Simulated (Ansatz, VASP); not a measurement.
One calculation of Te, two programs

```xyz
6
Lattice="6.7764 0.0000 0.0000 -3.3882 5.8686 0.0000 0.0000 0.0000 6.9314" Properties=species:S:1:pos:R:3 pbc="T T T"
Te   -1.0189    1.7648    4.6209
Te   -2.3693    4.1037    4.6209
Te    2.0379    0.0000    0.0000
Te    1.0189    1.7648    2.3105
Te    4.7386    0.0000    0.0000
Te    2.3693    4.1037    2.3105
```

Alike in both runs: task relaxation of cell and atoms; functional PBE; k mesh 3 × 3 × 4; occupations gaussian, width 0.1 eV; no spin polarisation.

```csv
,VASP,Ansatz
version,VASP 6.6.1,Ansatz 0.2.0
potentials or method,"VASP PAW PBE potentials, release 64 (Te), cutoff 600 eV","scalar-relativistic, plane waves, PAW"
valence electrons in the cell,36,96
```

|  | VASP | Ansatz | Ansatz less VASP |
| --- | --- | --- | --- |
| gap on the k mesh at the Fermi level, each at its own relaxed structure (eV) | none | none | - |
| relaxed volume (Å³/atom) | 46.57 | 45.75 | -0.819 |
| relaxed cell length with the largest relative difference (Å) | 7.000 | 7.256 | +0.2559 |

A gap of «none» marks a metal or a gap that the smearing closes. VASP's potentials hold 36 valence electrons a cell and Ansatz's 96, so a difference there can come from the potentials and not from the codes.

Neither program's run includes spin-orbit coupling.
